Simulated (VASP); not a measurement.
# Pt (I4/mmm) in VASP: a series of runs

Runs on Pt. Level: LDA. Tasks: single point.

Everything below comes from runs of VASP 6.6.1. Logs are shortened: lines on timing, memory, paths and dates and some standing lists are left out, and cuts for length are marked.

## Step 1: The cell of the first run

Symmetry: I4/mmm, No. 139, tetragonal system. The conventional cell has a = 3.052 Å, b = 3.052 Å, c = 3.169 Å, α = 90.00°, β = 90.00°, γ = 90.00°. Within 3.5 Å of Pt (site symmetry 4/mmm) lie 14 Pt at 2.68 to 3.17 Å.

## Step 2: Single point, LDA (14.76 Å³/atom)

File INCAR:

```
ALGO     = Normal         # electronic algorithm
EDIFF    = 1E-6           # SCF threshold, eV
ENCUT    = 520            # plane-wave cutoff, eV
GGA      = CA             # functional
ISIF     = 2              # what is computed and relaxed
ISMEAR   = 0              # smearing method
LASPH    = T              # aspherical terms in the spheres
LCHARG   = F              # write CHGCAR
LREAL    = F              # projectors in reciprocal space
LWAVE    = F              # write WAVECAR
NBANDS   = 11             # bands
NELM     = 60             # most SCF steps
PREC     = Accurate       # precision mode
SIGMA    = 0.15           # smearing width, eV
```

File KPOINTS:

```
k-points
0
Gamma
  22 22 22
```

File POSCAR:

```
Pt
1.0
    0.0000000000      2.1578580099      1.5845151367
    2.1578580099      0.0000000000      1.5845151367
    2.1578580099      2.1578580099      0.0000000000
Pt
1
Direct
    0.0000000000      0.0000000000      0.0000000000
```

Potentials or basis: VASP PAW LDA potentials, release 64 (Pt).

Run with:

```bash
cat potpaw_LDA.64/Pt/POTCAR > POTCAR
mpirun -np 1 vasp_std > vasp.out
```

OUTCAR:

```text
EDIFF = 1E-6
   ENCUT = 520
   GGA = CA
   ISIF = 2
   ISMEAR = 0
   LASPH = T
   LREAL = F
   NELM = 60
   PREC = Accurate

 ion  position               nearest neighbor table
   1  0.000  0.000  0.000-

  LATTYP: Found a body centered tetragonal cell.
 ALAT       =     3.0516720633
 C/A-ratio  =     1.0384570189

  Lattice vectors:

 A1 = (   0.0000000000,  -2.1578580099,  -1.5845151367)
 A2 = (   0.0000000000,   2.1578580099,  -1.5845151367)
 A3 = (   2.1578580099,   0.0000000000,   1.5845151367)

Analysis of symmetry for initial positions (statically):
=====================================================================
 Subroutine PRICEL returns:
 Original cell was already a primitive cell.

 Routine SETGRP: Setting up the symmetry group for a
 body centered tetragonal supercell.

 Subroutine GETGRP returns: Found 16 space group operations
 (whereof 16 operations were pure point group operations)
 out of a pool of 16 trial point group operations.

The static configuration has the point symmetry D_4h.

Analysis of symmetry for dynamics (positions and initial velocities):
=====================================================================
 Subroutine PRICEL returns:
 Original cell was already a primitive cell.

 Routine SETGRP: Setting up the symmetry group for a
 body centered tetragonal supercell.

 Subroutine GETGRP returns: Found 16 space group operations
 (whereof 16 operations were pure point group operations)
 out of a pool of 16 trial point group operations.

The dynamic configuration has the point symmetry D_4h.

 Subroutine INISYM returns: Found 16 space group operations
 (whereof 16 operations are pure point group operations),
 and found     1 'primitive' translations

----------------------------------------------------------------------------------------

                                     Primitive cell

  volume of cell :      14.7561

  direct lattice vectors                    reciprocal lattice vectors
     0.000000000  2.157858010  1.584515137    -0.231711261  0.231711261  0.315553944
     2.157858010  0.000000000  1.584515137     0.231711261 -0.231711261  0.315553944
     2.157858010  2.157858010  0.000000000     0.231711261  0.231711261 -0.315553944

  length of vectors
     2.677132684  2.677132684  3.051672063     0.454922530  0.454922530  0.454922530

  position of ions in fractional coordinates (direct lattice)
     0.000000000  0.000000000  0.000000000

  ion indices of the primitive-cell ions
   primitive index   ion index
                 1           1

----------------------------------------------------------------------------------------

 KPOINTS: k-points

Automatic generation of k-mesh.
 Grid dimensions read from file:
 generate k-points for:   22   22   22

 Generating k-lattice:

  Cartesian coordinates                     Fractional coordinates (reciprocal lattice)
    -0.010532330  0.010532330  0.014343361     0.045454545 -0.000000000  0.000000000
     0.010532330 -0.010532330  0.014343361    -0.000000000  0.045454545  0.000000000
     0.010532330  0.010532330 -0.014343361     0.000000000  0.000000000  0.045454545

  Length of vectors
     0.020678297  0.020678297  0.020678297

  Shift w.r.t. Gamma in fractional coordinates (k-lattice)
     0.000000000  0.000000000  0.000000000

 Subroutine IBZKPT returns following result:
 ===========================================

 Found    834 irreducible k-points:

 Following reciprocal coordinates:
            Coordinates               Weight
  0.000000  0.000000  0.000000      1.000000
  0.045455 -0.000000  0.000000      8.000000
  0.090909 -0.000000  0.000000      8.000000
  0.136364  0.000000  0.000000      8.000000
  0.181818 -0.000000  0.000000      8.000000
  0.227273  0.000000  0.000000      8.000000
[... 16 lines left out ...]
  0.500000  0.045455  0.000000      8.000000
 -0.454545  0.045455  0.000000      8.000000
 [... further k-points ...]
   k-points           NKPTS =    834   k-points in BZ     NKDIM =    834   number of bands    NBANDS=     11
   number of dos      NEDOS =    301   number of ions     NIONS =      1
   total plane-waves  NPLWV =   9600
   dimension x,y,z NGX =    20 NGY =   20 NGZ =   24
   dimension x,y,z NGXF=    40 NGYF=   40 NGZF=   48
   ions per type =               1
   NGX,Y,Z   is equivalent  to a cutoff of  12.42, 12.42, 13.07 a.u.
   NGXF,Y,Z  is equivalent  to a cutoff of  24.84, 24.84, 26.15 a.u.
 SYSTEM =  unknown system
   PREC   = accura    normal or accurate (medium, high low for compatibility)
   ISTART =      0    job   : 0-new  1-cont  2-samecut
   ICHARG =      2    charge: 1-file 2-atom 10-const
   ISPIN  =      1    spin polarized calculation?
   LNONCOLLINEAR =      F non collinear calculations
   LSORBIT =      F    spin-orbit coupling
   LASPH  =      T    aspherical Exc in radial PAW
   ENCUT  =  520.0 eV  38.22 Ry    6.18 a.u.   4.98  4.98  5.67*2*pi/ulx,y,z
   NELM   =     60;   NELMIN=  2; NELMDL= -5     # of ELM steps
   EDIFF  = 0.1E-05   stopping-criterion for ELM
   LREAL  =      F    real-space projection
   EDIFFG = 0.1E-04   stopping-criterion for IOM
   NSW    =      0    number of steps for IOM
   IBRION =     -1    ionic relax: 0-MD 1-quasi-New 2-CG
   NFREE  =      0    steps in history (QN), initial steepest desc. (CG)
   ISIF   =      2    stress and relaxation
   ISYM   =      2    0-nonsym 1-usesym 2-fastsym
   POTIM  = 0.5000    time-step for ionic-motion
   TEBEG  =    0.0;   TEEND  =   0.0 temperature during run
   PSTRESS=    0.0 pullay stress
   NELECT =      10.0000    total number of electrons
   NUPDOWN=      -1.0000    fix difference up-down
   EMIN   =  10.00;   EMAX   =-10.00  energy-range for DOS
   EFERMI =   0.00;   METHOD = LEGACY
   ISMEAR =     0;   SIGMA  =   0.15  broadening in eV -4-tet -1-fermi 0-gaus
   EFERMI_NEDOS =   21; number of points for ismear=-14 and -15
   IALGO  =     38    algorithm
   IMIX   =      4    mixing-type and parameters
     AMIX     =   0.40;   BMIX     =  1.00
     AMIX_MAG =   1.60;   BMIX_MAG =  1.00
  volume/ion in A,a.u.               =      14.76        99.58
  Fermi-wavevector in a.u.,A,eV,Ry     =   1.437973  2.717375 28.133677  2.067767
  Thomas-Fermi vector in A             =   2.556992
   LORBIT       =      0    0 simple, 1 ext, 2 COOP (PROOUT), +10 PAW based schemes
   GGA     = CA    functional components
   LHFCALC =     F    Hartree Fock is set to
   AEXX    =    0.0000 exact exchange contribution
   IVDW    =     0    specifies the selected vdW correction
   LEPSILON=     F    determine dielectric tensor
   LRPA    =     F    only Hartree local field effects (RPA)
 non-spin polarized calculation
 Gauss-broadening in eV      SIGMA  =   0.15
  energy-cutoff  :      520.00
  volume of cell :       14.76
 maximum number of plane-waves:       410
   NGX =  9   NGY =  9   NGZ = 11

 number of electron      10.0000000 magnetization

 Free energy of the ion-electron system (eV)
  ---------------------------------------------------
  ext. energy  EPLUGINS =         0.00000000
  ---------------------------------------------------
  free energy    TOTEN  =        -7.39526280 eV

  energy without entropy =       -7.38361025  energy(sigma->0) =       -7.38943652

 E-fermi :  11.3125     XC(G=0): -13.8091

 val. band max:       11.3114269357   @ k =  -0.2273   0.4091   0.3636
 cond. band min:      11.3150518105   @ k =   0.3636   0.1364   0.0455
 fundamental gap:      0.0036248748
 Fermi energy:        11.3125056499

 k-point     1 :       0.0000    0.0000    0.0000
  band No.  band energies     occupation
      1       1.0862      2.00000
      2       7.3327      2.00000
      3       7.3327      2.00000
      4       7.6797      2.00000
      5       9.9937      2.00000
      6      10.4440      2.00000
      7      27.8823      0.00000
      8      28.6164      0.00000
      9      28.6164      0.00000
     10      38.8698      0.00000
     11      39.0219      0.00000

 k-point     2 :       0.0455   -0.0000    0.0000
  band No.  band energies     occupation
      1       1.1756      2.00000
      2       7.3345      2.00000
      3       7.3469      2.00000
      4       7.7032      2.00000
      5       9.9587      2.00000
      6      10.4275      2.00000
      7      27.9762      0.00000
      8      28.6748      0.00000
      9      28.7510      0.00000
     10      37.2995      0.00000
     11      38.6015      0.00000

 k-point     3 :       0.0909   -0.0000    0.0000
  band No.  band energies     occupation
      1       1.4385      2.00000
      2       7.3152      2.00000
      3       7.3361      2.00000
      4       7.8499      2.00000
      5       9.8598      2.00000
      6      10.3942      2.00000
      7      28.2043      0.00000
      8      28.7956      0.00000
      9      29.1489      0.00000
     10      35.8232      0.00000
     11      37.0334      0.00000

 k-point     4 :       0.1364    0.0000    0.0000
  band No.  band energies     occupation
      1       1.8574      2.00000
      2       7.1879      2.00000
      3       7.3303      2.00000
      4       8.1755      2.00000
      5       9.7297      2.00000
      6      10.3681      2.00000
      7      28.4055      0.00000
      8      28.7734      0.00000
      9      29.7924      0.00000
     10      34.7623      0.00000
     11      35.5703      0.00000
[... 239 lines left out ...]
 k-point    22 :       0.4545    0.0455    0.0000
  band No.  band energies     occupation
      1       4.1353      2.00000
      2       6.0891      2.00000
      3       9.6767      2.00000
      4       9.7980      2.00000
      5      11.7159      0.00014
      6      12.3376      0.00000
      7      18.6867      0.00000
      8      25.0117      0.00000
      9      28.0877      0.00000
     10      35.1289      0.00000
     11      37.4875      0.00000

 k-point    23 :       0.5000    0.0455    0.0000
  band No.  band energies     occupation
      1       4.1239      2.00000
      2       6.0596      2.00000
      3       9.6579      2.00000
      4       9.9800      2.00000
      5      12.0423      0.00000
      6      12.4841      0.00000
      7      18.1073      0.00000
      8      24.8879      0.00000
      9      27.8354      0.00000
     10      34.9443      0.00000
     11      37.8342      0.00000

 k-point    24 :      -0.4545    0.0455    0.0000
  band No.  band energies     occupation
      1       4.1339      2.00000
      2       6.0835      2.00000
      3       9.4537      2.00000
      4      10.1128      2.00000
      5      11.7183      0.00013
      6      12.3247      0.00000
      7      18.6055      0.00000
      8      24.9841      0.00000
      9      28.1164      0.00000
     10      34.9678      0.00000
     11      37.5887      0.00000

 [... further k-points ...]
[... 5 lines left out ...]
  --------------------------------------------------------------------------------------
  -------------------------------------------------------------------------------------
  Total        0.2473507      0.2473507      0.6333498      0.0000000     -0.0000000      0.0000000
  in kB       26.8566382     26.8566382     68.7673153      0.0000000     -0.0000000      0.0000000
  external PRESSURE =      40.8268639 kB  Pullay stress =       0.0000000 kB

 VOLUME and BASIS-vectors are now :
 -----------------------------------------------------------------------------
  energy-cutoff  :      520.00
  volume of cell :       14.76
      direct lattice vectors                 reciprocal lattice vectors
     0.000000000  2.157858010  1.584515137    -0.231711261  0.231711261  0.315553944
     2.157858010  0.000000000  1.584515137     0.231711261 -0.231711261  0.315553944
     2.157858010  2.157858010  0.000000000     0.231711261  0.231711261 -0.315553944

 POSITION                                       TOTAL-FORCE (eV/Angst)
 -----------------------------------------------------------------------------------
      0.00000      0.00000      0.00000         0.000000      0.000000      0.000000
 -----------------------------------------------------------------------------------
    total drift:                               -0.000000     -0.000000      0.000000

  FREE ENERGIE OF THE ION-ELECTRON SYSTEM (eV)
  ---------------------------------------------------
  free  energy   TOTEN  =        -7.3952627986 eV

  energy  without entropy=       -7.3836102488  energy(sigma->0) =       -7.38943652
```

It took 1.9 min on 1 thread of Intel Xeon 8259CL, shared host; peak memory 0.24 GiB.

What came out:

* Free energy: -7.3953 eV
* Pressure: 4.1 GPa
* Band gap on the k mesh: zero (bands 5 and 6 overlap by 2.44 eV)

Caveat: the cell stands under pressure; spin-orbit coupling is left out, which moves the levels of the heavy elements.

(Continued in part 2 of 2.)
